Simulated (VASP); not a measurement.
# BaC5: single point with PBE

BaC5:

```
Ba C
1.0
     5.13529    0.00000    0.00000
    -2.56765    4.44730    0.00000
     0.00000    0.00000    2.75993
Ba C
1 5
Direct
  0.00000 0.00000 0.00000
  0.50000 0.00000 0.00000
  0.00000 0.50000 0.00000
  0.50000 0.50000 0.00000
  0.33333 0.66667 0.50000
  0.66667 0.33333 0.50000
```

The cell was built from a structure type or drawn by symmetry, and may not be a known phase.

* Program: VASP 6.6.1
* Task: single point
* Functional: PBE
* Potentials or basis: VASP PAW PBE potentials, release 64 (Ba_sv, C)
* Cutoff: 520 eV
* k mesh: 6 × 6 × 6
* Occupations: gaussian, width 0.1 eV
* Spin: no spin polarisation
* Dipole correction: no
* Further INCAR settings: ALGO = Normal; EDIFF = 1e-07; NBANDS = 24

* Pressure: 3.7 GPa
* Band gap on the k mesh: zero (bands 15 and 16 overlap by 3.03 eV)

Stress tensor (GPa, compression positive):
```
3.57 0.00 0.00
0.00 3.57 0.00
0.00 0.00 4.09
```

Levels at points of the mesh, in eV from the Fermi level:
```
           k point  band 13  band 14  band 15  band 16  band 17  band 18
(0.00, 0.00, 0.00)     1.06     1.26     1.79     1.79     2.01     2.01
(0.50, 0.00, 0.00)    -1.01    -0.26     0.03     0.75     0.80     1.91
(0.00, 0.00, 0.50)    -1.87    -1.87    -0.17    -0.17     1.79     3.02
(0.50, 0.00, 0.50)    -1.66    -1.63    -1.52    -1.24     0.25     1.12
```

Wall time 41 s on 1 thread of Intel Xeon 8259CL (shared host), peak memory 0.2 GiB.

Caveat: the k points lie up to 0.38 Å⁻¹ apart, too coarse for converged energies and pressures of a metal; spin-orbit coupling is left out, which moves the levels of the heavy elements.
